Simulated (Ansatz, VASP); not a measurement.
**Ir: VASP beside Ansatz**

INCAR

```
  PREC = Accurate
  ENCUT = 520
  EDIFF = 1E-6
  ISMEAR = -1
  SIGMA = 0.1
  LREAL = False
  LASPH = True
  NELM = 100
  ALGO = Normal
  ISIF = 2
  LWAVE = False
  LCHARG = False
  GGA = RP
  NBANDS = 10
```

Contents of KPOINTS:

```
regular mesh
0
Gamma
  14 14 14
```

Contents of POSCAR:

```
Ir
1.0
    2.6191386125      0.0000000000      0.0000000000
    0.0000000000      2.6191386125      0.0000000000
    0.0000000000      0.0000000000      2.6191386125
Ir
1
Direct
    0.0000000000      0.0000000000      0.0000000000
```

Input for Ansatz:

```yaml
crystal:
  lattice:
    - [2.6191386125, 0.0, 0.0]
    - [0.0, 2.6191386125, 0.0]
    - [0.0, 0.0, 2.6191386125]
  atoms:
    - { symbol: Ir, position: [0.0, 0.0, 0.0] }
hamiltonian:
  xc: rpbe
  pseudopotentials:
    kind: paw
    azcp:
      Ir: "pseudopotentials/Ir.paw.azcp"
basis:
  ecutwfc: 420
  fft_grid_basis: typed
kpoints:
  mp_grid: { grid: [14, 14, 14], shift: [0, 0, 0] }
magnetization:
  spin_polarized: false
scf:
  occupations: { method: fermi_dirac, width: 0.1 }
  lower_state_search: "off"
output:
  stress: true
```

Alike in both runs: task single point; functional RPBE; k mesh 14 × 14 × 14; occupations fermi-dirac, width 0.1 eV; no spin polarisation.

```csv
,VASP,Ansatz
version,VASP 6.6.1,Ansatz 0.2.0
potentials or method,"VASP PAW PBE potentials, release 64 (Ir), cutoff 520 eV","plane waves (420 eV) with PAW, scalar-relativistic"
valence electrons in the cell,9,17
```

```csv
,VASP,Ansatz,Ansatz less VASP
pressure (GPa),-8.5,-8.6,-0.06
```

VASP's potentials were made for PBE, not for RPBE. The functional is the same, so the differences come from potentials, cutoffs and numerics. VASP's potentials hold 9 valence electrons a cell and Ansatz's 17, so a difference there can come from the potentials and not from the codes.

Spin-orbit coupling is off throughout.
